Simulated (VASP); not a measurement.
Wanted: the native input for a VASP 6.6.1 run.

- Task: single point
- Functional: PBEsol
- Potentials or basis: VASP PAW PBE potentials, release 64 (Mo_sv, S)
- Cutoff: 520 eV
- k mesh: 11 × 11 × 11
- Occupations: fermi-dirac, width 0.15 eV
- Spin: no spin polarisation
- Dipole correction: no
- Further INCAR settings: ALGO = Normal; EDIFF = 1e-07; NBANDS = 20

The structure of MoS2 lies in POSCAR:

```
MoS2
1.0
    1.5567968403      0.8988172203      6.0042939186
   -1.5567968403      0.8988172203      6.0042939186
    0.0000000000     -1.7976344407      6.0042939186
Mo S
1 2
Direct
    0.0000000000      0.0000000000      0.0000000000
    0.7500000000      0.7500000000      0.7500000000
    0.2500000000      0.2500000000      0.2500000000
```

One way to write it, as run:

INCAR

```
SYSTEM = MoS2
PREC     = Accurate       ! precision mode
ENCUT    = 520            ! plane-wave cutoff, eV
EDIFF    = 1E-7           ! SCF threshold, eV
ISMEAR   = -1             ! smearing method
SIGMA    = 0.15           ! smearing width, eV
LREAL    = .False.        ! projectors in reciprocal space
LASPH    = .True.         ! aspherical terms in the spheres
NELM     = 80             ! most SCF steps
ALGO     = Normal         ! electronic algorithm
ISIF     = 2              ! what is computed and relaxed
LWAVE    = .False.        ! write WAVECAR
LCHARG   = .False.        ! write CHGCAR
GGA      = PS             ! functional
NBANDS   = 20             ! bands
```

KPOINTS

```
Automatic mesh
0
Gamma
  11 11 11
  0 0 0
```

Potentials or basis: VASP PAW PBE potentials, release 64 (Mo_sv, S).

Run with:

```console
$ cat potpaw_PBE.64/Mo_sv/POTCAR potpaw_PBE.64/S/POTCAR > POTCAR
$ mpirun -np 1 vasp_std > vasp.out
```

Results of the run:

* Pressure: 12.7 GPa
* Largest force: 1.826 eV/Å
* Band gap on the k mesh: zero (bands 13 and 14 overlap by 0.50 eV)

Caveat: the stress differs along the axes, from 11 to 17 GPa; the PAW data sets were made with another functional, which shifts forces and pressure a little.

Run time: 4.9 min on 1 thread of AMD EPYC 9R45 (Zen 5), with other jobs on the host, peak memory 0.35 GiB.
